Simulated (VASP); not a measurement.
# LiF (I4/mmm) in VASP: a series of runs

The runs below take LiF through single point, with PBEsol.

Everything below comes from runs of VASP 6.6.1. Logs are shortened: lines on timing, memory, paths and dates and some standing lists are left out, and cuts for length are marked.

## (1) The cell of the first run

Symmetry: I4/mmm, No. 139, tetragonal system. The conventional cell has a = 2.848 Å, b = 2.848 Å, c = 3.877 Å, α = 90.00°, β = 90.00°, γ = 90.00°. Li (site symmetry 4/mmm) has 6 F at 1.94 to 2.01 Å within 2.6 Å. Within 2.6 Å of F (site symmetry 4/mmm) lie 6 Li at 1.94 to 2.01 Å.

## (2) Single point, PBEsol (strain -0.0375 x Voigt [1, 0, 0, 0, 0, 0])

Input file INCAR:

```
PREC     = Accurate       # precision mode
ENCUT    = 520            # plane-wave cutoff, eV
EDIFF    = 1E-7           # SCF threshold, eV
ISMEAR   = 0              # smearing method
SIGMA    = 0.05           # smearing width, eV
LREAL    = False          # projectors in reciprocal space
LASPH    = True           # aspherical terms in the spheres
NELM     = 80             # most SCF steps
ALGO     = Normal         # electronic algorithm
ISIF     = 2              # what is computed and relaxed
LWAVE    = False          # write WAVECAR
LCHARG   = False          # write CHGCAR
GGA      = PS             # functional
NBANDS   = 12             # bands
```

Input file KPOINTS:

```
Automatic mesh
0
Gamma
  10 10 10
```

Input file POSCAR:

```
LiF
1.0
    0.0000000000      2.0140000000      2.0140000000
    1.9384750000      0.0000000000      2.0140000000
    1.9384750000      2.0140000000      0.0000000000
Li F
1 1
Direct
    0.0000000000      0.0000000000      0.0000000000
    0.5000000000      0.5000000000      0.5000000000
```

Potentials or basis: VASP PAW PBE potentials, release 64 (Li_sv, F).

On the command line:

```
> cat potpaw_PBE.64/Li_sv/POTCAR potpaw_PBE.64/F/POTCAR > POTCAR
> mpirun -np 1 vasp_std > vasp.out
```

OUTCAR:

```text
PREC = Accurate
   ENCUT = 520
   EDIFF = 1E-7
   ISMEAR = 0
   LREAL = False
   LASPH = True
   NELM = 80
   ISIF = 2
   GGA = PS

 ion  position               nearest neighbor table
   1  0.000  0.000  0.000-   2 1.94   2 1.94   2 2.01   2 2.01   2 2.01   2 2.01
   2  0.500  0.500  0.500-   1 1.94   1 1.94   1 2.01   1 2.01   1 2.01   1 2.01

  LATTYP: Found a body centered tetragonal cell.
 ALAT       =     2.8482261146
 C/A-ratio  =     1.3611805538

  Lattice vectors:

 A1 = (  -1.9384750000,   0.0000000000,  -2.0140000000)
 A2 = (  -1.9384750000,   0.0000000000,   2.0140000000)
 A3 = (   1.9384750000,   2.0140000000,   0.0000000000)

Analysis of symmetry for initial positions (statically):
=====================================================================
 Subroutine PRICEL returns:
 Original cell was already a primitive cell.

 Routine SETGRP: Setting up the symmetry group for a
 body centered tetragonal supercell.

 Subroutine GETGRP returns: Found 16 space group operations
 (whereof 16 operations were pure point group operations)
 out of a pool of 16 trial point group operations.

The static configuration has the point symmetry D_4h.

Analysis of symmetry for dynamics (positions and initial velocities):
=====================================================================
 Subroutine PRICEL returns:
 Original cell was already a primitive cell.

 Routine SETGRP: Setting up the symmetry group for a
 body centered tetragonal supercell.

 Subroutine GETGRP returns: Found 16 space group operations
 (whereof 16 operations were pure point group operations)
 out of a pool of 16 trial point group operations.

The dynamic configuration has the point symmetry D_4h.

 Subroutine INISYM returns: Found 16 space group operations
 (whereof 16 operations are pure point group operations),
 and found     1 'primitive' translations

----------------------------------------------------------------------------------------

                                     Primitive cell

  volume of cell :      15.7257

  direct lattice vectors                    reciprocal lattice vectors
     0.000000000  2.014000000  2.014000000    -0.257934717  0.248262165  0.248262165
     1.938475000  0.000000000  2.014000000     0.257934717 -0.248262165  0.248262165
     1.938475000  2.014000000  0.000000000     0.257934717  0.248262165 -0.248262165

  length of vectors
     2.848226115  2.795332060  2.795332060     0.435658723  0.435658723  0.435658723

  position of ions in fractional coordinates (direct lattice)
     0.000000000  0.000000000  0.000000000
     0.500000000  0.500000000  0.500000000

  ion indices of the primitive-cell ions
   primitive index   ion index
                 1           1
                 2           2

----------------------------------------------------------------------------------------

 KPOINTS: Automatic mesh

Automatic generation of k-mesh.
 Grid dimensions read from file:
 generate k-points for:   10   10   10

 Generating k-lattice:

  Cartesian coordinates                     Fractional coordinates (reciprocal lattice)
    -0.025793472  0.024826216  0.024826216     0.100000000 -0.000000000 -0.000000000
     0.025793472 -0.024826216  0.024826216     0.000000000  0.100000000  0.000000000
     0.025793472  0.024826216 -0.024826216     0.000000000  0.000000000  0.100000000

  Length of vectors
     0.043565872  0.043565872  0.043565872

  Shift w.r.t. Gamma in fractional coordinates (k-lattice)
     0.000000000  0.000000000  0.000000000

 Subroutine IBZKPT returns following result:
 ===========================================

 Found    102 irreducible k-points:

 Following reciprocal coordinates:
            Coordinates               Weight
  0.000000  0.000000  0.000000      1.000000
  0.100000 -0.000000 -0.000000      8.000000
  0.200000 -0.000000 -0.000000      8.000000
  0.300000  0.000000  0.000000      8.000000
  0.400000 -0.000000 -0.000000      8.000000
  0.500000  0.000000  0.000000      4.000000
[... 16 lines left out ...]
  0.300000  0.300000  0.000000      4.000000
  0.400000  0.300000 -0.000000     16.000000
 [... further k-points ...]
   k-points           NKPTS =    102   k-points in BZ     NKDIM =    102   number of bands    NBANDS=     12
   number of dos      NEDOS =    301   number of ions     NIONS =      2
   total plane-waves  NPLWV =  13824
   dimension x,y,z NGX =    24 NGY =   24 NGZ =   24
   dimension x,y,z NGXF=    48 NGYF=   48 NGZF=   48
   ions per type =               1   1
   NGX,Y,Z   is equivalent  to a cutoff of  14.01, 14.27, 14.27 a.u.
   NGXF,Y,Z  is equivalent  to a cutoff of  28.02, 28.55, 28.55 a.u.
 SYSTEM =  unknown system
   PREC   = accura    normal or accurate (medium, high low for compatibility)
   ISTART =      0    job   : 0-new  1-cont  2-samecut
   ICHARG =      2    charge: 1-file 2-atom 10-const
   ISPIN  =      1    spin polarized calculation?
   LNONCOLLINEAR =      F non collinear calculations
   LSORBIT =      F    spin-orbit coupling
   LASPH  =      T    aspherical Exc in radial PAW
   ENCUT  =  520.0 eV  38.22 Ry    6.18 a.u.   5.30  5.20  5.20*2*pi/ulx,y,z
   NELM   =     80;   NELMIN=  2; NELMDL= -5     # of ELM steps
   EDIFF  = 0.1E-06   stopping-criterion for ELM
   LREAL  =      F    real-space projection
   EDIFFG = 0.1E-05   stopping-criterion for IOM
   NSW    =      0    number of steps for IOM
   IBRION =     -1    ionic relax: 0-MD 1-quasi-New 2-CG
   NFREE  =      0    steps in history (QN), initial steepest desc. (CG)
   ISIF   =      2    stress and relaxation
   ISYM   =      2    0-nonsym 1-usesym 2-fastsym
   POTIM  = 0.5000    time-step for ionic-motion
   TEBEG  =    0.0;   TEEND  =   0.0 temperature during run
   PSTRESS=    0.0 pullay stress
   NELECT =      10.0000    total number of electrons
   NUPDOWN=      -1.0000    fix difference up-down
   EMIN   =  10.00;   EMAX   =-10.00  energy-range for DOS
   EFERMI =   0.00;   METHOD = LEGACY
   ISMEAR =     0;   SIGMA  =   0.05  broadening in eV -4-tet -1-fermi 0-gaus
   EFERMI_NEDOS =   21; number of points for ismear=-14 and -15
   IALGO  =     38    algorithm
   IMIX   =      4    mixing-type and parameters
     AMIX     =   0.40;   BMIX     =  1.00
     AMIX_MAG =   1.60;   BMIX_MAG =  1.00
  volume/ion in A,a.u.               =       7.86        53.06
  Fermi-wavevector in a.u.,A,eV,Ry     =   1.407792  2.660341 26.965087  1.981878
  Thomas-Fermi vector in A             =   2.530015
   LORBIT       =      0    0 simple, 1 ext, 2 COOP (PROOUT), +10 PAW based schemes
   GGA     = PS    functional components
   LHFCALC =     F    Hartree Fock is set to
   AEXX    =    0.0000 exact exchange contribution
   IVDW    =     0    specifies the selected vdW correction
   LEPSILON=     F    determine dielectric tensor
   LRPA    =     F    only Hartree local field effects (RPA)
 non-spin polarized calculation
 Gauss-broadening in eV      SIGMA  =   0.05
  energy-cutoff  :      520.00
  volume of cell :       15.73
 maximum number of plane-waves:       436
 NGX is ok and might be reduce to    24
   NGX = 11   NGY = 11   NGZ = 11

 number of electron      10.0000000 magnetization

 number of electron       9.9999995 magnetization

 Free energy of the ion-electron system (eV)
  ---------------------------------------------------
  ext. energy  EPLUGINS =         0.00000000
  ---------------------------------------------------
  free energy    TOTEN  =        -9.84463298 eV

  energy without entropy =       -9.84463298  energy(sigma->0) =       -9.84463298

 E-fermi :  -0.4844     XC(G=0): -10.3930

 val. band max:       -0.8426750046   @ k =   0.0000   0.0000   0.0000
 cond. band min:       8.3826908289   @ k =   0.0000   0.0000   0.0000
 fundamental gap:      9.2253658335
 Fermi energy:        -0.4844272622

 k-point     1 :       0.0000    0.0000    0.0000
  band No.  band energies     occupation
      1     -40.9991      2.00000
      2     -20.8448      2.00000
      3      -0.9462      2.00000
      4      -0.8427      2.00000
      5      -0.8427      2.00000
      6       8.3827      0.00000
      7      23.1506      0.00000
      8      23.1506      0.00000
      9      23.5193      0.00000
     10      23.5193      0.00000
     11      23.8521      0.00000
     12      24.0808      0.00000

 k-point     2 :       0.1000   -0.0000   -0.0000
  band No.  band energies     occupation
      1     -40.9919      2.00000
      2     -20.8035      2.00000
      3      -1.1905      2.00000
      4      -0.9204      2.00000
      5      -0.8748      2.00000
      6       8.6741      0.00000
      7      20.5464      0.00000
      8      21.7904      0.00000
      9      22.4249      0.00000
     10      24.6405      0.00000
     11      24.6681      0.00000
     12      25.0416      0.00000

 k-point     3 :       0.2000   -0.0000   -0.0000
  band No.  band energies     occupation
      1     -40.9730      2.00000
      2     -20.6924      2.00000
      3      -1.9145      2.00000
      4      -0.9708      2.00000
      5      -0.9572      2.00000
      6       9.3107      0.00000
      7      18.0514      0.00000
      8      20.2148      0.00000
      9      20.9482      0.00000
     10      25.7244      0.00000
     11      26.0455      0.00000
     12      26.2946      0.00000
[... 286 lines left out ...]
 k-point    23 :       0.3000    0.3000    0.0000
  band No.  band energies     occupation
      1     -40.9383      2.00000
      2     -20.3964      2.00000
      3      -2.9299      2.00000
      4      -1.6714      2.00000
      5      -1.4637      2.00000
      6      11.4900      0.00000
      7      17.1471      0.00000
      8      18.3257      0.00000
      9      19.7171      0.00000
     10      20.3124      0.00000
     11      33.9623      0.00000
     12      34.7211      0.00000

 k-point    24 :       0.4000    0.3000   -0.0000
  band No.  band energies     occupation
      1     -40.9245      2.00000
      2     -20.2773      2.00000
      3      -3.3747      2.00000
      4      -1.8476      2.00000
      5      -1.6091      2.00000
      6      12.2751      0.00000
      7      16.0350      0.00000
      8      17.8583      0.00000
      9      19.7301      0.00000
     10      20.8543      0.00000
     11      33.5904      0.00000
     12      34.6942      0.00000

 [... further k-points ...]
[... 5 lines left out ...]
  --------------------------------------------------------------------------------------
  -------------------------------------------------------------------------------------
  Total        0.4330850      0.0403475      0.0403475      0.0000000      0.0000000     -0.0000000
  in kB       44.1239716      4.1107252      4.1107252      0.0000000      0.0000000     -0.0000000
  external PRESSURE =      17.4484740 kB  Pullay stress =       0.0000000 kB

 VOLUME and BASIS-vectors are now :
 -----------------------------------------------------------------------------
  energy-cutoff  :      520.00
  volume of cell :       15.73
      direct lattice vectors                 reciprocal lattice vectors
     0.000000000  2.014000000  2.014000000    -0.257934717  0.248262165  0.248262165
     1.938475000  0.000000000  2.014000000     0.257934717 -0.248262165  0.248262165
     1.938475000  2.014000000  0.000000000     0.257934717  0.248262165 -0.248262165

 POSITION                                       TOTAL-FORCE (eV/Angst)
 -----------------------------------------------------------------------------------
      0.00000      0.00000      0.00000         0.000000     -0.000000      0.000000
      1.93847      2.01400      2.01400         0.000000      0.000000     -0.000000
 -----------------------------------------------------------------------------------
    total drift:                               -0.000000     -0.000000      0.000000

  FREE ENERGIE OF THE ION-ELECTRON SYSTEM (eV)
  ---------------------------------------------------
  free  energy   TOTEN  =        -9.8446329778 eV

  energy  without entropy=       -9.8446329778  energy(sigma->0) =       -9.84463298
```

Wall time 15 s (1 thread of Intel Xeon 6975P-C, shared host); peak memory 0.14 GiB.

Results:

| Property | Result |
| --- | --- |
| Free energy | -9.8446 eV |
| Band gap on the k mesh | 9.23 eV, direct |

Caveat: the cell differs from its parent crystal (strain -0.0375 x Voigt [1, 0, 0, 0, 0, 0]); the cutoff is under 1.25 times the usual one of these potentials, so pressure, stress and relaxed cells hold a basis-set (Pulay) error; the PAW data sets were made with another functional, which shifts forces and pressure a little.

(Continued in part 2 of 2.)
